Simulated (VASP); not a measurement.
# CaO (F-43m) in VASP: single point with PBEsol

Aim: the single point of CaO with PBEsol.

Everything below comes from runs of VASP 6.6.1. Logs are shortened: lines on timing, memory, paths and dates and some standing lists are left out, and cuts for length are marked.

## 1. The cell of the first run

The structure is cubic, space group F-43m (No. 216). Conventional cell: a = 5.052 Å, b = 5.052 Å, c = 5.052 Å, α = 90.00°, β = 90.00°, γ = 90.00°. Ca (site symmetry -43m) has 4 O at 2.19 Å within 2.9 Å. Within 2.9 Å of O (site symmetry -43m) lie 4 Ca at 2.19 Å.

## 2. Single point, PBEsol (volume scaled by 0.932 of the coarse rest volume)

Contents of INCAR:

```
SYSTEM = CaO
PREC = Accurate
ENCUT = 520
EDIFF = 1E-6
ISMEAR = 0
SIGMA = 0.02
LREAL = .False.
LASPH = .True.
NELM = 80
ALGO = Normal
ISIF = 2
LWAVE = .False.
LCHARG = .False.
GGA = PS
NBANDS = 15
```

Contents of KPOINTS:

```
Automatic mesh
0
Gamma
  8 8 8
  0 0 0
```

Contents of POSCAR:

```
CaO
1.0
    0.0000000000      2.5260000000      2.5260000000
    2.5260000000      0.0000000000      2.5260000000
    2.5260000000      2.5260000000      0.0000000000
Ca O
1 1
Direct
    0.0000000000      0.0000000000      0.0000000000
    0.2500000000      0.2500000000      0.2500000000
```

Potentials or basis: VASP PAW PBE potentials, release 64 (Ca_sv, O).

Command:

```bash
$ cat potpaw_PBE.64/Ca_sv/POTCAR potpaw_PBE.64/O/POTCAR > POTCAR
$ mpirun -np 1 vasp_std > vasp.out
```

OUTCAR:

```text
SYSTEM = CaO
   PREC = Accurate
   ENCUT = 520
   EDIFF = 1E-6
   ISMEAR = 0
   LREAL = .False.
   LASPH = .True.
   NELM = 80
   ISIF = 2
   GGA = PS

 ion  position               nearest neighbor table
   1  0.000  0.000  0.000-   2 2.19   2 2.19   2 2.19   2 2.19
   2  0.250  0.250  0.250-   1 2.19   1 2.19   1 2.19   1 2.19

  LATTYP: Found a face centered cubic cell.
 ALAT       =     5.0520000000

  Lattice vectors:

 A1 = (   0.0000000000,   2.5260000000,   2.5260000000)
 A2 = (   2.5260000000,   0.0000000000,   2.5260000000)
 A3 = (   2.5260000000,   2.5260000000,   0.0000000000)

Analysis of symmetry for initial positions (statically):
=====================================================================
 Subroutine PRICEL returns:
 Original cell was already a primitive cell.

 Routine SETGRP: Setting up the symmetry group for a
 face centered cubic supercell.

 Subroutine GETGRP returns: Found 24 space group operations
 (whereof 24 operations were pure point group operations)
 out of a pool of 48 trial point group operations.

The static configuration has the point symmetry T_d .

Analysis of symmetry for dynamics (positions and initial velocities):
=====================================================================
 Subroutine PRICEL returns:
 Original cell was already a primitive cell.

 Routine SETGRP: Setting up the symmetry group for a
 face centered cubic supercell.

 Subroutine GETGRP returns: Found 24 space group operations
 (whereof 24 operations were pure point group operations)
 out of a pool of 48 trial point group operations.

The dynamic configuration has the point symmetry T_d .

 Subroutine INISYM returns: Found 24 space group operations
 (whereof 24 operations are pure point group operations),
 and found     1 'primitive' translations

----------------------------------------------------------------------------------------

                                     Primitive cell

  volume of cell :      32.2352

  direct lattice vectors                    reciprocal lattice vectors
     0.000000000  2.526000000  2.526000000    -0.197941409  0.197941409  0.197941409
     2.526000000  0.000000000  2.526000000     0.197941409 -0.197941409  0.197941409
     2.526000000  2.526000000  0.000000000     0.197941409  0.197941409 -0.197941409

  length of vectors
     3.572303459  3.572303459  3.572303459     0.342844578  0.342844578  0.342844578

[... 83 lines left out ...]
   NSW    =      0    number of steps for IOM
   IBRION =     -1    ionic relax: 0-MD 1-quasi-New 2-CG
   NFREE  =      0    steps in history (QN), initial steepest desc. (CG)
   ISIF   =      2    stress and relaxation
   ISYM   =      2    0-nonsym 1-usesym 2-fastsym
   POTIM  = 0.5000    time-step for ionic-motion
   TEBEG  =    0.0;   TEEND  =   0.0 temperature during run
   PSTRESS=    0.0 pullay stress
   NELECT =      16.0000    total number of electrons
   NUPDOWN=      -1.0000    fix difference up-down
   EMIN   =  10.00;   EMAX   =-10.00  energy-range for DOS
   EFERMI =   0.00;   METHOD = LEGACY
   ISMEAR =     0;   SIGMA  =   0.02  broadening in eV -4-tet -1-fermi 0-gaus
   EFERMI_NEDOS =   21; number of points for ismear=-14 and -15
   IALGO  =     38    algorithm
   IMIX   =      4    mixing-type and parameters
     AMIX     =   0.40;   BMIX     =  1.00
     AMIX_MAG =   1.60;   BMIX_MAG =  1.00
  volume/ion in A,a.u.               =      16.12       108.77
  Fermi-wavevector in a.u.,A,eV,Ry     =   1.296198  2.449460 22.859560  1.680130
  Thomas-Fermi vector in A             =   2.427670
   LORBIT       =      0    0 simple, 1 ext, 2 COOP (PROOUT), +10 PAW based schemes
   GGA     = PS    functional components
   LHFCALC =     F    Hartree Fock is set to
   AEXX    =    0.0000 exact exchange contribution
   IVDW    =     0    specifies the selected vdW correction
   LEPSILON=     F    determine dielectric tensor
   LRPA    =     F    only Hartree local field effects (RPA)
 non-spin polarized calculation
 Gauss-broadening in eV      SIGMA  =   0.02
  energy-cutoff  :      520.00
  volume of cell :       32.24
 maximum number of plane-waves:       893
   NGX = 13   NGY = 13   NGZ = 13

 number of electron      15.9999997 magnetization

 Free energy of the ion-electron system (eV)
  ---------------------------------------------------
  ext. energy  EPLUGINS =         0.00000000
  ---------------------------------------------------
  free energy    TOTEN  =       -12.89736834 eV

  energy without entropy =      -12.89736834  energy(sigma->0) =      -12.89736834

 E-fermi :   0.9409     XC(G=0):  -9.7076

 val. band max:        0.7964841984   @ k =  -0.2500   0.5000   0.2500
 cond. band min:       4.3018690304   @ k =   0.0000   0.0000   0.0000
 fundamental gap:      3.5053848321
 Fermi energy:         0.9408518970

 k-point     1 :       0.0000    0.0000    0.0000
  band No.  band energies     occupation
      1     -35.7510      2.00000
      2     -16.7454      2.00000
      3     -16.7454      2.00000
      4     -16.7454      2.00000
      5     -14.0681      2.00000
      6      -0.0385      2.00000
      7      -0.0385      2.00000
      8      -0.0385      2.00000
      9       4.3019      0.00000
     10       9.1340      0.00000
     11       9.1340      0.00000
     12      11.0358      0.00000
     13      11.0358      0.00000
     14      11.0358      0.00000
[... 401 lines left out ...]
      2     -17.7953      2.00000
      3     -17.0011      2.00000
      4     -16.8703      2.00000
      5     -12.9472      2.00000
      6      -0.1473      2.00000
      7       0.1059      2.00000
      8       0.5083      2.00000
      9       6.4136      0.00000
     10       7.9244      0.00000
     11       9.1993      0.00000
     12      10.8508      0.00000
     13      10.9970      0.00000
     14      12.0091      0.00000
     15      13.9237      0.00000

 [... further k-points ...]
[... 5 lines left out ...]
  --------------------------------------------------------------------------------------
  -------------------------------------------------------------------------------------
  Total        1.5740857      1.5740857      1.5740857      0.0000000      0.0000000     -0.0000000
  in kB       78.2364138     78.2364138     78.2364138      0.0000000      0.0000000     -0.0000000
  external PRESSURE =      78.2364138 kB  Pullay stress =       0.0000000 kB

 VOLUME and BASIS-vectors are now :
 -----------------------------------------------------------------------------
  energy-cutoff  :      520.00
  volume of cell :       32.24
      direct lattice vectors                 reciprocal lattice vectors
     0.000000000  2.526000000  2.526000000    -0.197941409  0.197941409  0.197941409
     2.526000000  0.000000000  2.526000000     0.197941409 -0.197941409  0.197941409
     2.526000000  2.526000000  0.000000000     0.197941409  0.197941409 -0.197941409

 POSITION                                       TOTAL-FORCE (eV/Angst)
 -----------------------------------------------------------------------------------
      0.00000      0.00000      0.00000         0.000000      0.000000      0.000000
      1.26300      1.26300      1.26300        -0.000000     -0.000000     -0.000000
 -----------------------------------------------------------------------------------
    total drift:                               -0.000000     -0.000000     -0.000000

  FREE ENERGIE OF THE ION-ELECTRON SYSTEM (eV)
  ---------------------------------------------------
  free  energy   TOTEN  =       -12.8973683381 eV

  energy  without entropy=      -12.8973683381  energy(sigma->0) =      -12.89736834
```

OSZICAR:

```text
N       E                     dE             d eps       ncg     rms          rms(c)
DAV:   1     0.125361745206E+03    0.12536E+03   -0.82757E+03   870   0.106E+03
DAV:   2    -0.929442826539E+01   -0.13466E+03   -0.12510E+03  1031   0.281E+02
DAV:   3    -0.151036417651E+02   -0.58092E+01   -0.57682E+01  1031   0.604E+01
DAV:   4    -0.153241320978E+02   -0.22049E+00   -0.22035E+00  1285   0.104E+01
DAV:   5    -0.153253164256E+02   -0.11843E-02   -0.11842E-02  1052   0.899E-01    0.930E+00
DAV:   6    -0.130243749114E+02    0.23009E+01   -0.71071E+00   926   0.243E+01    0.392E+00
DAV:   7    -0.129230417681E+02    0.10133E+00   -0.71250E-01   989   0.821E+00    0.196E+00
DAV:   8    -0.128982427534E+02    0.24799E-01   -0.12828E-01  1115   0.372E+00    0.480E-01
DAV:   9    -0.128962668032E+02    0.19760E-02   -0.10796E-02  1014   0.102E+00    0.155E-01
DAV:  10    -0.128973007814E+02   -0.10340E-02   -0.11605E-03   912   0.308E-01    0.466E-02
DAV:  11    -0.128973803051E+02   -0.79524E-04   -0.43448E-04  1003   0.160E-01    0.300E-02
DAV:  12    -0.128973687910E+02    0.11514E-04   -0.56898E-05  1066   0.916E-02    0.439E-03
DAV:  13    -0.128973683381E+02    0.45287E-06   -0.37045E-06   990   0.239E-02
   1 F= -.12897368E+02 E0= -.12897368E+02  d E =-.318575E-26
```

stdout:

```text
POSCAR found type information on POSCAR CaO
 POSCAR found :  2 types and       2 ions
 scaLAPACK will be used
 -----------------------------------------------------------------------------
|                                                                             |
|                                                                             |
|     You enforced a specific xc type in the INCAR file but a different       |
|     I HOPE YOU KNOW WHAT YOU ARE DOING!                                     |
|                                                                             |
 -----------------------------------------------------------------------------

 LDA part: xc-table for (Slater+PW92), standard interpolation
 POSCAR, INCAR and KPOINTS ok, starting setup
 FFT: planning ... GRIDC
 FFT: planning ... GRID_SOFT
 FFT: planning ... GRID
 WAVECAR not read
 entering main loop
```

Run time: 7.5 s. Hardware: 1 thread of Intel Xeon 6975P-C (Granite Rapids), shared host; peak memory 0.15 GiB.

What came out:

| Item | Value |
| --- | --- |
| Free energy | -12.8974 eV |
| Pressure | 7.8 GPa |
| Band gap on the k mesh | 3.51 eV, indirect (least direct gap 4.34 eV) |

Levels at points of the mesh, in eV from the valence-band top:
| k point | band 5 | band 6 | band 7 | band 8 | band 9 | band 10 | band 11 | band 12 |
| --- | --- | --- | --- | --- | --- | --- | --- | --- |
| (0.00, 0.00, 0.00) | -14.86 | -0.83 | -0.83 | -0.83 | 3.51 | 8.34 | 8.34 | 10.24 |
| (0.50, 0.00, 0.00) | -13.92 | -1.08 | -0.51 | -0.51 | 6.35 | 8.24 | 8.24 | 8.63 |
| (0.50, 0.50, 0.00) | -13.64 | -1.70 | -0.01 | -0.01 | 4.99 | 6.85 | 9.55 | 9.91 |

Caveat: the PAW data sets were made with another functional, which shifts forces and pressure a little.
